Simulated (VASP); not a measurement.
# MgSi24 in VASP: further runs

The runs below take MgSi24 through single point, with LDA.

All numbers are computed with VASP 6.6.1; they aren't measurements. Logs are shortened: lines on timing, memory, paths and dates and some standing lists are left out, and cuts for length are marked.

## Step 1: The cell of the first run

The cell holds a slab with vacuum, 25 atoms: a = 7.603 Å, b = 7.603 Å, c = 22.452 Å, α = 90.00°, β = 90.00°, γ = 120.00°.

## Step 2: Single point, LDA

INCAR

```
SYSTEM = MgSi24
PREC = Accurate
ENCUT = 520
EDIFF = 1E-7
ISMEAR = 0
SIGMA = 0.05
LREAL = Auto
LASPH = .True.
NELM = 60
ALGO = Normal
ISIF = 2
LWAVE = .False.
LCHARG = .False.
LDIPOL = .True.
IDIPOL = 3
DIPOL = 0.5 0.5 0.345
GGA = CA
NBANDS = 67
```

KPOINTS

```
regular mesh
0
Gamma
  6 6 1
  0 0 0
```

POSCAR

```
MgSi24
1.0
    7.6033702666      0.0000000000      0.0000000000
   -3.8016851333      6.5847118052      0.0000000000
    0.0000000000      0.0000000000     22.4524755747
Si Mg
24 1
Direct
    0.3333333333      0.1666666667      0.1781540742
    0.3333333333      0.6666666667      0.1781540742
    0.8333333333      0.1666666667      0.1781540742
    0.8333333333      0.6666666667      0.1781540742
    0.1666666667      0.3333333333      0.2134654946
    0.1666666667      0.8333333333      0.2134654946
    0.6666666667      0.3333333333      0.2134654946
    0.6666666667      0.8333333333      0.2134654946
    0.1666666667      0.3333333333      0.3181986290
    0.1666666667      0.8333333333      0.3181986290
    0.6666666667      0.3333333333      0.3181986290
    0.6666666667      0.8333333333      0.3181986290
    0.3333333333      0.1666666667      0.3520754171
    0.3333333333      0.6666666667      0.3520754171
    0.8333333333      0.1666666667      0.3520754171
    0.8333333333      0.6666666667      0.3520754171
    0.3333333333      0.1666666667      0.4580766846
    0.3333333333      0.6666666667      0.4580766846
    0.8333333333      0.1666666667      0.4580766846
    0.8333333333      0.6666666667      0.4580766846
    0.1666666667      0.3333333333      0.4878070366
    0.1666666667      0.8333333333      0.4878070366
    0.6666666667      0.3333333333      0.4878070366
    0.6666666667      0.8333333333      0.4878070366
    0.1666666667      0.3333333333      0.6021127714
```

Potentials or basis: VASP PAW LDA potentials, release 64 (Si, Mg).

On the command line:

```
> cat potpaw_LDA.64/Si/POTCAR potpaw_LDA.64/Mg/POTCAR > POTCAR
> mpirun -np 1 vasp_std > vasp.out
```

OUTCAR:

```text
SYSTEM = MgSi24
   PREC = Accurate
   ENCUT = 520
   EDIFF = 1E-7
   ISMEAR = 0
   LREAL = Auto
   LASPH = .True.
   NELM = 60
   ISIF = 2
   GGA = CA

 ion  position               nearest neighbor table
   1  0.333  0.167  0.178-   5 2.33   6 2.33   7 2.33
   2  0.333  0.667  0.178-   6 2.33   5 2.33   8 2.33
   3  0.833  0.167  0.178-   7 2.33   8 2.33   5 2.33
   4  0.833  0.667  0.178-   8 2.33   7 2.33   6 2.33
   5  0.167  0.333  0.213-   1 2.33   2 2.33   3 2.33   9 2.35
   6  0.167  0.833  0.213-   2 2.33   1 2.33   4 2.33  10 2.35
   7  0.667  0.333  0.213-   3 2.33   4 2.33   1 2.33  11 2.35
   8  0.667  0.833  0.213-   4 2.33   3 2.33   2 2.33  12 2.35
   9  0.167  0.333  0.318-  13 2.32  14 2.32  15 2.32   5 2.35
  10  0.167  0.833  0.318-  14 2.32  13 2.32  16 2.32   6 2.35
[... 9 lines left out ...]
  20  0.833  0.667  0.458-  24 2.29  23 2.29  22 2.29  16 2.38
  21  0.167  0.333  0.488-  17 2.29  18 2.29  19 2.29  25 2.57
  22  0.167  0.833  0.488-  18 2.29  17 2.29  20 2.29
  23  0.667  0.333  0.488-  19 2.29  20 2.29  17 2.29
  24  0.667  0.833  0.488-  20 2.29  19 2.29  18 2.29
  25  0.167  0.333  0.602-  21 2.57

  LATTYP: Found a hexagonal cell.
 ALAT       =     7.6033702666
 C/A-ratio  =     2.9529635921

  Lattice vectors:

 A1 = (   7.6033702666,   0.0000000000,   0.0000000000)
 A2 = (  -3.8016851333,   6.5847118052,   0.0000000000)
 A3 = (   0.0000000000,   0.0000000000,  22.4524755747)

Analysis of symmetry for initial positions (statically):
=====================================================================
 Subroutine PRICEL returns:
 Original cell was already a primitive cell.

 Routine SETGRP: Setting up the symmetry group for a
 hexagonal supercell.

 Subroutine GETGRP returns: Found  6 space group operations
 (whereof  2 operations were pure point group operations)
 out of a pool of 24 trial point group operations.

The static configuration has the point symmetry C_1h.
 The point group associated with its full space group is C_3v.

Analysis of symmetry for dynamics (positions and initial velocities):
=====================================================================
 Subroutine PRICEL returns:
 Original cell was already a primitive cell.

 Routine SETGRP: Setting up the symmetry group for a
 hexagonal supercell.

 Subroutine GETGRP returns: Found  6 space group operations
 (whereof  2 operations were pure point group operations)
[... 141 lines left out ...]
   PSTRESS=    0.0 pullay stress
   NELECT =      98.0000    total number of electrons
   NUPDOWN=      -1.0000    fix difference up-down
   EMIN   =  10.00;   EMAX   =-10.00  energy-range for DOS
   EFERMI =   0.00;   METHOD = LEGACY
   ISMEAR =     0;   SIGMA  =   0.05  broadening in eV -4-tet -1-fermi 0-gaus
   EFERMI_NEDOS =   21; number of points for ismear=-14 and -15
   IALGO  =     38    algorithm
   IMIX   =      4    mixing-type and parameters
     AMIX     =   0.40;   BMIX     =  1.00
     AMIX_MAG =   1.60;   BMIX_MAG =  1.00
  volume/ion in A,a.u.               =      44.96       303.43
  Fermi-wavevector in a.u.,A,eV,Ry     =   0.725907  1.371766  7.169472  0.526941
  Thomas-Fermi vector in A             =   1.816747
   LORBIT       =      0    0 simple, 1 ext, 2 COOP (PROOUT), +10 PAW based schemes
   GGA     = CA    functional components
   LHFCALC =     F    Hartree Fock is set to
   AEXX    =    0.0000 exact exchange contribution
   IVDW    =     0    specifies the selected vdW correction
   LEPSILON=     F    determine dielectric tensor
   LRPA    =     F    only Hartree local field effects (RPA)
 non-spin polarized calculation
 Gauss-broadening in eV      SIGMA  =   0.05
  energy-cutoff  :      520.00
  volume of cell :     1124.11
 maximum number of plane-waves:     30372
 NGX is ok and might be reduce to    60
   NGX = 29   NGY = 29   NGZ = 83

 dipolmoment           0.000000      0.000000      0.021810 electrons x Angstroem

 number of electron      97.9999999 magnetization

 dipolmoment           0.000000      0.000000     -0.393933 electrons x Angstroem

 Free energy of the ion-electron system (eV)
  ---------------------------------------------------
  ext. energy  EPLUGINS =         0.00000000
  ---------------------------------------------------
  free energy    TOTEN  =      -133.63075294 eV

  energy without entropy =     -133.61680880  energy(sigma->0) =     -133.62378087

 E-fermi :   0.1569     XC(G=0):  -5.1051

 val. band max:        0.1567238732   @ k =   0.3333   0.3333   0.0000
 cond. band min:       0.1667972354   @ k =   0.3333   0.3333   0.0000
 fundamental gap:      0.0100733622
 Fermi energy:         0.1569080218

 k-point     1 :       0.0000    0.0000    0.0000
  band No.  band energies     occupation
      1     -11.7617      2.00000
      2     -10.9664      2.00000
      3      -9.9917      2.00000
      4      -9.5411      2.00000
      5      -9.5242      2.00000
      6      -9.5242      2.00000
[... 437 lines left out ...]
     60       3.0645      0.00000
     61       3.1278      0.00000
 [bands above 61 left out]

------------------------ aborting loop because EDIFF is reached ----------------------------------------

 vacuum level on the upper side and lower side of the slab       (xc-potential included)        -0.996         0.492

  FORCE on cell =-STRESS in cart. coord.  units (eV):
  Direction    XX          YY          ZZ          XY          YZ          ZX
  --------------------------------------------------------------------------------------
  -------------------------------------------------------------------------------------
  Total        0.9365631      0.9365631      1.2289902      0.0000000      0.0000000     -0.0000000
  in kB        1.3348746      1.3348746      1.7516683      0.0000000      0.0000000     -0.0000000
  external PRESSURE =       1.4738058 kB  Pullay stress =       0.0000000 kB

 VOLUME and BASIS-vectors are now :
 -----------------------------------------------------------------------------
  energy-cutoff  :      520.00
  volume of cell :     1124.11
      direct lattice vectors                 reciprocal lattice vectors
     7.603370267  0.000000000  0.000000000     0.131520624  0.075933468  0.000000000
    -3.801685133  6.584711805  0.000000000     0.000000000  0.151866935  0.000000000
     0.000000000  0.000000000 22.452475575     0.000000000  0.000000000  0.044538519

 POSITION                                       TOTAL-FORCE (eV/Angst)
 -----------------------------------------------------------------------------------
      1.90084      1.09745      4.00000         0.022042     -0.012726      0.582108
     -0.00000      4.38981      4.00000         0.000000      0.025452      0.582108
      5.70253      1.09745      4.00000        -0.022042     -0.012726      0.582108
      3.80169      4.38981      4.00000         0.000000     -0.000000      0.321214
      0.00000      2.19490      4.79283         0.000000     -0.000000     -0.767428
     -1.90084      5.48726      4.79283        -0.042959     -0.024803     -0.677692
[... 17 lines left out ...]
      1.90084      5.48726     10.95248         0.000487     -0.000281      0.298588
      0.00000      2.19490     13.51892         0.000000      0.000000     -0.008113
 -----------------------------------------------------------------------------------
    total drift:                                0.000000     -0.000000     -0.033350

  FREE ENERGIE OF THE ION-ELECTRON SYSTEM (eV)
  ---------------------------------------------------
  free  energy   TOTEN  =      -133.6307529355 eV

  energy  without entropy=     -133.6168088017  energy(sigma->0) =     -133.62378087

 vacuum level on the upper side and lower side of the slab         3.392         4.913
```

Run time: 22 min. Hardware: 1 thread of Intel Xeon 6975P-C (Granite Rapids), shared host; peak memory 0.94 GiB.

What came out:

```yaml
Free_energy: -133.6308 eV
Largest_force: 0.767 eV/Å
Band_gap_on_the_k_mesh: zero (filled and empty bands touch)
```

Forces in eV/Å, atoms in the order of the input:
```
Si   0.022 -0.013  0.582
Si   0.000  0.025  0.582
Si  -0.022 -0.013  0.582
Si   0.000  0.000  0.321
Si   0.000  0.000 -0.767
Si  -0.043 -0.025 -0.678
Si   0.000  0.050 -0.678
Si   0.043 -0.025 -0.678
Si   0.000  0.000  0.120
Si   0.018  0.010  0.164
Si   0.000 -0.021  0.164
Si  -0.018  0.010  0.164
Si   0.031 -0.018 -0.006
Si   0.000  0.036 -0.006
Si  -0.031 -0.018 -0.006
Si   0.000  0.000 -0.084
Si   0.214 -0.124 -0.172
Si   0.000  0.247 -0.172
Si  -0.214 -0.124 -0.172
Si   0.000  0.000 -0.115
Si   0.000  0.000 -0.035
Si   0.000  0.000  0.299
Si   0.000  0.001  0.299
Si   0.000  0.000  0.299
Mg   0.000  0.000 -0.008
```

Levels at points of the mesh, in eV from the Fermi level:
```tsv
k point	band 46	band 47	band 48	band 49	band 50	band 51	band 52	band 53
(0.00, 0.00, 0.00)	-0.66	-0.31	0.00	0.00	0.01	0.06	0.06	0.66
(0.50, 0.00, 0.00)	-0.63	-0.56	-0.23	-0.01	0.08	0.22	0.25	0.29
```

## Step 3: Single point, LDA

INCAR

```
SYSTEM = MgSi24
ALGO = Normal ; DIPOL = 0.5 0.5 0.344
EDIFF = 1E-7 ; ENCUT = 520
IDIPOL = 3 ; ISIF = 2
ISMEAR = 0 ; LASPH = .True.
LCHARG = .True. ; LDIPOL = .True.
LELF = .True. ; LREAL = Auto
LVACPOTAV = .True. ; LVHAR = .True.
LWAVE = .False. ; NBANDS = 67
NELM = 100 ; PREC = Accurate
SIGMA = 0.05
```

KPOINTS

```
k-points
0
Gamma
  6 6 1
  0 0 0
```

POSCAR, as its differences from that of step 2:

```diff
@@ -32,2 +32,2 @@
     0.6666666667      0.8333333333      0.4878070366
-    0.1666666667      0.3333333333      0.6021127714
+    0.3333333333      0.6666666667      0.5711098554
```

Potentials or basis: VASP PAW LDA potentials, release 64 (Si, Mg).

On the command line:

```
> cat potpaw_LDA.64/Si/POTCAR potpaw_LDA.64/Mg/POTCAR > POTCAR
> mpirun -np 1 vasp_std > vasp.out
```

OUTCAR:

```text
SYSTEM = MgSi24
   EDIFF = 1E-7
   ENCUT = 520
   ISIF = 2
   ISMEAR = 0
   LASPH = .True.
   LREAL = Auto
   NELM = 100
   PREC = Accurate

 ion  position               nearest neighbor table
   1  0.333  0.167  0.178-   5 2.33   6 2.33   7 2.33
   2  0.333  0.667  0.178-   6 2.33   5 2.33   8 2.33
   3  0.833  0.167  0.178-   7 2.33   8 2.33   5 2.33
   4  0.833  0.667  0.178-   8 2.33   7 2.33   6 2.33
   5  0.167  0.333  0.213-   1 2.33   2 2.33   3 2.33   9 2.35
   6  0.167  0.833  0.213-   2 2.33   1 2.33   4 2.33  10 2.35
   7  0.667  0.333  0.213-   3 2.33   4 2.33   1 2.33  11 2.35
   8  0.667  0.833  0.213-   4 2.33   3 2.33   2 2.33  12 2.35
   9  0.167  0.333  0.318-  13 2.32  14 2.32  15 2.32   5 2.35
  10  0.167  0.833  0.318-  14 2.32  13 2.32  16 2.32   6 2.35
  11  0.667  0.333  0.318-  15 2.32  16 2.32  13 2.32   7 2.35
  12  0.667  0.833  0.318-  16 2.32  15 2.32  14 2.32   8 2.35
  13  0.333  0.167  0.352-   9 2.32  10 2.32  11 2.32  17 2.38
  14  0.333  0.667  0.352-  10 2.32   9 2.32  12 2.32  18 2.38
  15  0.833  0.167  0.352-  11 2.32  12 2.32   9 2.32  19 2.38
  16  0.833  0.667  0.352-  12 2.32  11 2.32  10 2.32  20 2.38
  17  0.333  0.167  0.458-  21 2.29  22 2.29  23 2.29  13 2.38
  18  0.333  0.667  0.458-  22 2.29  21 2.29  24 2.29  14 2.38  25 2.54
  19  0.833  0.167  0.458-  23 2.29  24 2.29  21 2.29  15 2.38
  20  0.833  0.667  0.458-  24 2.29  23 2.29  22 2.29  16 2.38
  21  0.167  0.333  0.488-  17 2.29  18 2.29  19 2.29  25 2.88
  22  0.167  0.833  0.488-  18 2.29  17 2.29  20 2.29  25 2.88
  23  0.667  0.333  0.488-  19 2.29  20 2.29  17 2.29
  24  0.667  0.833  0.488-  20 2.29  19 2.29  18 2.29  25 2.88
  25  0.333  0.667  0.571-  18 2.54  22 2.88  21 2.88  24 2.88

  LATTYP: Found a hexagonal cell.
 ALAT       =     7.6033702666
 C/A-ratio  =     2.9529635921

  Lattice vectors:

 A1 = (   7.6033702666,   0.0000000000,   0.0000000000)
 A2 = (  -3.8016851333,   6.5847118052,   0.0000000000)
 A3 = (   0.0000000000,   0.0000000000,  22.4524755747)

Analysis of symmetry for initial positions (statically):
=====================================================================
 Subroutine PRICEL returns:
 Original cell was already a primitive cell.
[... 183 lines left out ...]
  energy-cutoff  :      520.00
  volume of cell :     1124.11
 maximum number of plane-waves:     30372
 NGX is ok and might be reduce to    60
   NGX = 29   NGY = 29   NGZ = 83

 dipolmoment           0.000000      0.000000      0.858359 electrons x Angstroem

 number of electron      97.9999999 magnetization

 dipolmoment           0.000000      0.000000     -0.275843 electrons x Angstroem

 Free energy of the ion-electron system (eV)
  ---------------------------------------------------
  ext. energy  EPLUGINS =         0.00000000
  ---------------------------------------------------
  free energy    TOTEN  =      -134.35111039 eV

  energy without entropy =     -134.31322088  energy(sigma->0) =     -134.33216564

 E-fermi :   0.0458     XC(G=0):  -4.9875

 val. band max:        0.0425642476   @ k =   0.1667   0.0000   0.0000
 cond. band min:       0.0552049375   @ k =   0.3333   0.3333   0.0000
 fundamental gap:      0.0126406899
 Fermi energy:         0.0458497675

 k-point     1 :       0.0000    0.0000    0.0000
  band No.  band energies     occupation
      1     -11.8404      2.00000
      2     -11.0718      2.00000
      3     -10.0974      2.00000
      4      -9.6399      2.00000
      5      -9.5935      2.00000
      6      -9.5935      2.00000
[... 437 lines left out ...]
     60       2.9456      0.00000
     61       3.0829      0.00000
 [bands above 61 left out]

------------------------ aborting loop because EDIFF is reached ----------------------------------------

  FORCE on cell =-STRESS in cart. coord.  units (eV):
  Direction    XX          YY          ZZ          XY          YZ          ZX
  --------------------------------------------------------------------------------------
  -------------------------------------------------------------------------------------
  Total       -0.1163787     -0.1163787      2.6140404     -0.0000000      0.0000000      0.0000000
  in kB       -0.1658735     -0.1658735      3.7257673     -0.0000000      0.0000000      0.0000000
  external PRESSURE =       1.1313401 kB  Pullay stress =       0.0000000 kB

 VOLUME and BASIS-vectors are now :
 -----------------------------------------------------------------------------
  energy-cutoff  :      520.00
  volume of cell :     1124.11
      direct lattice vectors                 reciprocal lattice vectors
     7.603370267  0.000000000  0.000000000     0.131520624  0.075933468  0.000000000
    -3.801685133  6.584711805  0.000000000     0.000000000  0.151866935  0.000000000
     0.000000000  0.000000000 22.452475575     0.000000000  0.000000000  0.044538519

 POSITION                                       TOTAL-FORCE (eV/Angst)
 -----------------------------------------------------------------------------------
      1.90084      1.09745      4.00000        -0.023126     -0.013352      0.559604
     -0.00000      4.38981      4.00000         0.000000      0.000000      0.589800
      5.70253      1.09745      4.00000         0.023126     -0.013352      0.559604
      3.80169      4.38981      4.00000         0.000000      0.026703      0.559604
      0.00000      2.19490      4.79283         0.000000      0.042696     -0.748249
     -1.90084      5.48726      4.79283         0.036976     -0.021348     -0.748249
[... 17 lines left out ...]
      1.90084      5.48726     10.95248        -0.237774     -0.137279      0.977384
     -0.00000      4.38981     12.82283         0.000000      0.000000     -0.026229
 -----------------------------------------------------------------------------------
    total drift:                               -0.000000     -0.000000     -0.032495

  FREE ENERGIE OF THE ION-ELECTRON SYSTEM (eV)
  ---------------------------------------------------
  free  energy   TOTEN  =      -134.3511103918 eV

  energy  without entropy=     -134.3132208814  energy(sigma->0) =     -134.33216564

 vacuum level on the upper side and lower side of the slab         3.926         4.924
```

Run time: 19 min. Hardware: 1 thread of Intel Xeon 6975P-C (Granite Rapids), shared host; peak memory 0.94 GiB.

Results:

```yaml
Free_energy: -134.3511 eV
Largest_force: 2.315 eV/Å
Band_gap_on_the_k_mesh: zero (band 49 reaches 0.07 eV, above the bottom of band 50 at 0.04 eV)
```

Forces in eV/Å, atoms in the order of the input:
```
Si  -0.023 -0.013  0.560
Si   0.000  0.000  0.590
Si   0.023 -0.013  0.560
Si   0.000  0.027  0.560
Si   0.000  0.043 -0.748
Si   0.037 -0.021 -0.748
Si   0.000  0.000 -0.834
Si  -0.037 -0.021 -0.748
Si   0.000  0.047  0.146
Si   0.041 -0.024  0.146
Si   0.000  0.000  0.141
Si  -0.041 -0.024  0.146
Si  -0.019 -0.011  0.002
Si   0.000  0.000  0.056
Si   0.019 -0.011  0.002
Si   0.000  0.022  0.002
Si   0.123  0.071 -0.177
Si   0.000  0.000 -2.315
Si  -0.123  0.071 -0.177
Si   0.000 -0.142 -0.177
Si   0.000  0.275  0.977
Si   0.238 -0.137  0.977
Si   0.000  0.000  0.109
Si  -0.238 -0.137  0.977
Mg   0.000  0.000 -0.026
```

## Step 4: Single point, LDA

INCAR

```
SYSTEM = MgSi24
ALGO = Normal ; DIPOL = 0.5 0.5 0.344
EDIFF = 1E-6 ; ENCUT = 520
GGA = CA ; IDIPOL = 3
ISIF = 2 ; ISMEAR = 0
LASPH = .True. ; LCHARG = .False.
LDIPOL = .True. ; LREAL = Auto
LWAVE = .False. ; NBANDS = 67
NELM = 60 ; PREC = Accurate
SIGMA = 0.05
```

KPOINTS is that of step 3.

POSCAR, as its differences from that of step 3:

```diff
@@ -32,2 +32,2 @@
     0.6666666667      0.8333333333      0.4878070366
-    0.3333333333      0.6666666667      0.5711098554
+    0.5000000000      0.5000000000      0.5564443161
```

On the command line:

```
> cat potpaw_LDA.64/Si/POTCAR potpaw_LDA.64/Mg/POTCAR > POTCAR
> mpirun -np 1 vasp_std > vasp.out
```

Run time: 17 min. Hardware: 1 thread of Intel Xeon 6975P-C (Granite Rapids), shared host; peak memory 0.92 GiB.

The run converged. Its results:

```yaml
Free_energy: -134.7655 eV
Largest_force: 0.766 eV/Å
```

Forces on the atoms (eV/Å):
```
Si   0.000  0.017  0.554
Si   0.015 -0.009  0.554
Si   0.000  0.000  0.517
Si  -0.015 -0.009  0.554
Si  -0.025 -0.015 -0.765
Si   0.000  0.000 -0.732
Si   0.025 -0.015 -0.765
Si   0.000  0.029 -0.765
Si   0.015  0.009  0.167
Si   0.000  0.000  0.086
Si  -0.015  0.009  0.167
Si   0.000 -0.018  0.167
Si   0.000 -0.083 -0.060
Si  -0.072  0.042 -0.060
Si   0.000  0.000  0.095
Si   0.072  0.042 -0.060
Si   0.000 -0.114 -0.653
Si  -0.099  0.057 -0.653
Si   0.000  0.000 -0.094
Si   0.099  0.057 -0.653
Si   0.057  0.033  0.743
Si   0.000  0.000  0.193
Si  -0.057  0.033  0.743
Si   0.000 -0.065  0.743
Mg   0.000  0.000 -0.023
```

Levels at points of the mesh, in eV from the Fermi level:
```
           k point  band 47  band 48  band 49  band 50  band 51  band 52
(0.00, 0.00, 0.00)    -0.16    -0.03    -0.03     0.02     0.02     0.45
(0.50, 0.00, 0.00)    -0.61    -0.24     0.00     0.04     0.18     0.26
```
